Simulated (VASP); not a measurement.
# SnGe3Se4 (I4/mmm) in VASP: single point with PBE

Aim: the single point of SnGe3Se4 with PBE.

Program: VASP 6.6.1. These are calculated values, not measurements. Logs are shortened: lines on timing, memory, paths and dates and some standing lists are left out, and cuts for length are marked.

## Step 1: The cell of the first run

The structure is tetragonal, space group I4/mmm (No. 139). Conventional cell: a = 5.838 Å, b = 5.838 Å, c = 11.676 Å, α = 90.00°, β = 90.00°, γ = 90.00°. Sn (site symmetry 4/mmm) has 6 Se at 2.92 Å within 3.8 Å. Within 3.8 Å of Ge (site symmetry 4/mmm) lie 6 Se at 2.92 Å. Within 3.8 Å of Ge (site symmetry -4m2) lie 6 Se at 2.92 Å. Within 3.8 Å of Se (site symmetry 4mm) lie 5 Ge at 2.92 Å and 1 Sn at 2.92 Å. Within 3.8 Å of Se (site symmetry mmm) lie 2 Sn at 2.92 Å and 4 Ge at 2.92 Å.

## Step 2: Single point, PBE

File INCAR:

```
PREC = Accurate ; ENCUT = 520
EDIFF = 1E-7 ; ISMEAR = 0
SIGMA = 0.1 ; LREAL = F
LASPH = T ; NELM = 100
ALGO = Normal ; ISIF = 2
LWAVE = F ; LCHARG = F
GGA = PE ; NBANDS = 50
```

File KPOINTS:

```
Automatic mesh
0
Gamma
  4 4 4
```

File POSCAR:

```
SnGe3Se4
1.0
   -2.9188918900      2.9188918900      5.8377837800
    2.9188918900     -2.9188918900      5.8377837800
    2.9188918900      2.9188918900     -5.8377837800
Sn Ge Se
1 3 4
Direct
    0.5000000000      0.5000000000      0.0000000000
    0.0000000000      0.0000000000      0.0000000000
    0.7500000000      0.2500000000      0.5000000000
    0.2500000000      0.7500000000      0.5000000000
    0.7500000000      0.7500000000      0.0000000000
    0.2500000000      0.2500000000      0.0000000000
    0.5000000000      0.0000000000      0.5000000000
    0.0000000000      0.5000000000      0.5000000000
```

Potentials or basis: VASP PAW PBE potentials, release 64 (Sn_d, Ge_d, Se).

Started as:

```
cat potpaw_PBE.64/Sn_d/POTCAR potpaw_PBE.64/Ge_d/POTCAR potpaw_PBE.64/Se/POTCAR > POTCAR
mpirun -np 1 vasp_std > vasp.out
```

OUTCAR:

```text
PREC = Accurate
   ENCUT = 520
   EDIFF = 1E-7
   ISMEAR = 0
   LREAL = F
   LASPH = T
   NELM = 100
   ISIF = 2
   GGA = PE

 ion  position               nearest neighbor table
   1  0.500  0.500  0.000-   5 2.92   6 2.92   7 2.92   8 2.92   7 2.92   8 2.92
   2  0.000  0.000  0.000-
   3  0.750  0.250  0.500-
   4  0.250  0.750  0.500-
   5  0.750  0.750  0.000-   1 2.92
   6  0.250  0.250  0.000-   1 2.92
   7  0.500  0.000  0.500-   1 2.92   1 2.92
   8  0.000  0.500  0.500-   1 2.92   1 2.92

  LATTYP: Found a body centered tetragonal cell.
 ALAT       =     5.8377837800
 C/A-ratio  =     2.0000000000

  Lattice vectors:

 A1 = (  -2.9188918900,   2.9188918900,   5.8377837800)
 A2 = (   2.9188918900,  -2.9188918900,   5.8377837800)
 A3 = (   2.9188918900,   2.9188918900,  -5.8377837800)

Analysis of symmetry for initial positions (statically):
=====================================================================
 Subroutine PRICEL returns:
 Original cell was already a primitive cell.

 Routine SETGRP: Setting up the symmetry group for a
 body centered tetragonal supercell.

 Subroutine GETGRP returns: Found 16 space group operations
 (whereof 16 operations were pure point group operations)
 out of a pool of 16 trial point group operations.

The static configuration has the point symmetry D_4h.

Analysis of symmetry for dynamics (positions and initial velocities):
=====================================================================
 Subroutine PRICEL returns:
 Original cell was already a primitive cell.

 Routine SETGRP: Setting up the symmetry group for a
 body centered tetragonal supercell.

 Subroutine GETGRP returns: Found 16 space group operations
 (whereof 16 operations were pure point group operations)
 out of a pool of 16 trial point group operations.

The dynamic configuration has the point symmetry D_4h.

 Subroutine INISYM returns: Found 16 space group operations
 (whereof 16 operations are pure point group operations),
 and found     1 'primitive' translations

----------------------------------------------------------------------------------------

                                     Primitive cell

  volume of cell :     198.9500

  direct lattice vectors                    reciprocal lattice vectors
    -2.918891890  2.918891890  5.837783780     0.000000000  0.171297882  0.085648941
[... 91 lines left out ...]
   NFREE  =      0    steps in history (QN), initial steepest desc. (CG)
   ISIF   =      2    stress and relaxation
   ISYM   =      2    0-nonsym 1-usesym 2-fastsym
   POTIM  = 0.5000    time-step for ionic-motion
   TEBEG  =    0.0;   TEEND  =   0.0 temperature during run
   PSTRESS=    0.0 pullay stress
   NELECT =      80.0000    total number of electrons
   NUPDOWN=      -1.0000    fix difference up-down
   EMIN   =  10.00;   EMAX   =-10.00  energy-range for DOS
   EFERMI =   0.00;   METHOD = LEGACY
   ISMEAR =     0;   SIGMA  =   0.10  broadening in eV -4-tet -1-fermi 0-gaus
   EFERMI_NEDOS =   21; number of points for ismear=-14 and -15
   IALGO  =     38    algorithm
   IMIX   =      4    mixing-type and parameters
     AMIX     =   0.40;   BMIX     =  1.00
     AMIX_MAG =   1.60;   BMIX_MAG =  1.00
  volume/ion in A,a.u.               =      24.87       167.82
  Fermi-wavevector in a.u.,A,eV,Ry     =   1.208343  2.283437 19.865762  1.460092
  Thomas-Fermi vector in A             =   2.343953
   LORBIT       =      0    0 simple, 1 ext, 2 COOP (PROOUT), +10 PAW based schemes
   GGA     = PE    functional components
   LHFCALC =     F    Hartree Fock is set to
   AEXX    =    0.0000 exact exchange contribution
   IVDW    =     0    specifies the selected vdW correction
   LEPSILON=     F    determine dielectric tensor
   LRPA    =     F    only Hartree local field effects (RPA)
 non-spin polarized calculation
 Gauss-broadening in eV      SIGMA  =   0.10
  energy-cutoff  :      520.00
  volume of cell :      198.95
 maximum number of plane-waves:      5397
 NGX is ok and might be reduce to    54
   NGX = 27   NGY = 27   NGZ = 27

 number of electron      80.0000004 magnetization

 Free energy of the ion-electron system (eV)
  ---------------------------------------------------
  ext. energy  EPLUGINS =         0.00000000
  ---------------------------------------------------
  free energy    TOTEN  =       -33.30259008 eV

  energy without entropy =      -33.29897903  energy(sigma->0) =      -33.30078455

 E-fermi :   4.7093     XC(G=0):  -9.7184

 val. band max:        4.7026954513   @ k =   0.5000   0.5000   0.0000
 cond. band min:       4.7145138040   @ k =   0.5000   0.5000   0.0000
 fundamental gap:      0.0118183527
 Fermi energy:         4.7093076349

 k-point     1 :       0.0000    0.0000    0.0000
  band No.  band energies     occupation
      1     -20.5136      2.00000
      2     -20.5128      2.00000
      3     -20.5105      2.00000
      4     -20.5096      2.00000
      5     -20.5090      2.00000
      6     -20.5090      2.00000
[... 678 lines left out ...]
     49       9.0473      0.00000
     50       9.0477      0.00000

------------------------ aborting loop because EDIFF is reached ----------------------------------------

  FORCE on cell =-STRESS in cart. coord.  units (eV):
  Direction    XX          YY          ZZ          XY          YZ          ZX
  --------------------------------------------------------------------------------------
  -------------------------------------------------------------------------------------
  Total       -1.9555107     -1.9555107     -2.5924601      0.0000000      0.0000000      0.0000000
  in kB      -15.7480488    -15.7480488    -20.8775071      0.0000000      0.0000000      0.0000000
  external PRESSURE =     -17.4578683 kB  Pullay stress =       0.0000000 kB

 VOLUME and BASIS-vectors are now :
 -----------------------------------------------------------------------------
  energy-cutoff  :      520.00
  volume of cell :      198.95
      direct lattice vectors                 reciprocal lattice vectors
    -2.918891890  2.918891890  5.837783780     0.000000000  0.171297882  0.085648941
     2.918891890 -2.918891890  5.837783780     0.171297882  0.000000000  0.085648941
     2.918891890  2.918891890 -5.837783780     0.171297882  0.171297882  0.000000000

 POSITION                                       TOTAL-FORCE (eV/Angst)
 -----------------------------------------------------------------------------------
      0.00000      0.00000      5.83778        -0.000000     -0.000000      0.000000
      0.00000      0.00000      0.00000        -0.000000     -0.000000      0.000000
     -0.00000      2.91889      2.91889        -0.000000     -0.000000      0.000000
      2.91889     -0.00000      2.91889        -0.000000     -0.000000      0.000000
      0.00000      0.00000      8.75668         0.000000      0.000000      0.395046
      0.00000      0.00000      2.91889        -0.000000     -0.000000     -0.395046
      0.00000      2.91889      0.00000        -0.000000     -0.000000      0.000000
      2.91889      0.00000      0.00000        -0.000000     -0.000000      0.000000
 -----------------------------------------------------------------------------------
    total drift:                                0.000000      0.000000      0.000000

  FREE ENERGIE OF THE ION-ELECTRON SYSTEM (eV)
  ---------------------------------------------------
  free  energy   TOTEN  =       -33.3025900764 eV

  energy  without entropy=      -33.2989790323  energy(sigma->0) =      -33.30078455
```

stdout:

```text
POSCAR found type information on POSCAR SnGeSe
 POSCAR found :  3 types and       8 ions
 scaLAPACK will be used
 LDA part: xc-table for (Slater+PW92), standard interpolation
 POSCAR, INCAR and KPOINTS ok, starting setup
 FFT: planning ... GRIDC
 FFT: planning ... GRID_SOFT
 FFT: planning ... GRID
 WAVECAR not read
 entering main loop
```

It took 6.3 min on 1 thread of AMD EPYC 7R13 (Zen 3), shared host; peak memory 0.42 GiB.

Results:

* Free energy: -33.3026 eV
* Pressure: -1.7 GPa
* Largest force: 0.395 eV/Å
* Band gap on the k mesh: 0.01 eV, direct

Forces in eV/Å, atoms in the order of the input:
```
Sn   0.000  0.000  0.000
Ge   0.000  0.000  0.000
Ge   0.000  0.000  0.000
Ge   0.000  0.000  0.000
Se   0.000  0.000  0.395
Se   0.000  0.000 -0.395
Se   0.000  0.000  0.000
Se   0.000  0.000  0.000
```

Stress tensor (GPa, compression positive):
```
-1.57  0.00  0.00
 0.00 -1.57  0.00
 0.00  0.00 -2.09
```

Caveat: spin-orbit coupling is left out, which moves the levels of the heavy elements. A k mesh can miss the band edges.
